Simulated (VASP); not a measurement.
Set up this calculation in VASP 6.6.1, as the native input.

* Task: single point
* Functional: r2SCAN
* Potentials or basis: VASP PAW PBE potentials, release 64 (In_d)
* Cutoff: 520 eV
* k mesh: 8 × 8 × 3
* Occupations: methfessel-paxton, width 0.15 eV
* Spin: no spin polarisation
* Dipole correction: no
* Further INCAR settings: ALGO = Normal; EDIFF = 1e-06; NBANDS = 34

Crystal: In.

```
CELL_PARAMETERS angstrom
3.49334 0.00000 0.00000
-1.74667 3.02532 0.00000
0.00000 0.00000 11.21549
ATOMIC_POSITIONS crystal
In 0.00000 0.00000 0.00000
In 0.33333 0.66667 0.25000
In 0.00000 0.00000 0.50000
In 0.66667 0.33333 0.75000
```

This isn't the form of In at room conditions, which is tetragonal.

One way to write it, as run:

POSCAR

```
In
1.0
    3.4933438719      0.0000000000      0.0000000000
   -1.7466719360      3.0253236085      0.0000000000
    0.0000000000      0.0000000000     11.2154860953
In
4
Direct
    0.0000000000      0.0000000000      0.0000000000
    0.3333333333      0.6666666667      0.2500000000
    0.0000000000      0.0000000000      0.5000000000
    0.6666666667      0.3333333333      0.7500000000
```

INCAR.step1

```
SYSTEM = In
  PREC = Accurate
  ENCUT = 520
  ISMEAR = 1
  SIGMA = 0.15
  LREAL = .FALSE.
  LASPH = .TRUE.
  NELM = 80
  NBANDS = 34
  GGA = PE
  ALGO = Normal
  EDIFF = 1E-4
  LWAVE = .TRUE.
  LCHARG = .FALSE.
```

INCAR.step2

```
SYSTEM = In
  PREC = Accurate
  ENCUT = 520
  EDIFF = 1E-6
  ISMEAR = 1
  SIGMA = 0.15
  LREAL = .FALSE.
  LASPH = .TRUE.
  NELM = 80
  ALGO = Normal
  ISIF = 2
  LWAVE = .FALSE.
  LCHARG = .FALSE.
  METAGGA = R2SCAN
  LMIXTAU = .TRUE.
  NBANDS = 34
  ISTART = 1
```

KPOINTS

```
Automatic mesh
0
G
  8 8 3
  0 0 0
```

Potentials or basis: VASP PAW PBE potentials, release 64 (In_d).

Launch:

```console
$ cat potpaw_PBE.64/In_d/POTCAR > POTCAR
$ cp INCAR.step1 INCAR
$ mpirun -np 1 vasp_std > vasp.out
$ cp INCAR.step2 INCAR
$ mpirun -np 1 vasp_std > vasp.out
```

It gave:

```
Pressure               : -3.6 GPa
Band gap on the k mesh : zero (bands 26 and 27 overlap by 4.34 eV)
```

Caveat: the cell stands under tension; the PAW data sets were made with another functional, which shifts forces and pressure a little; spin-orbit coupling is left out, which moves the levels of the heavy elements.

It took 8.1 min on 1 thread of Intel Xeon 8259CL (shared host), peak memory 0.29 GiB.
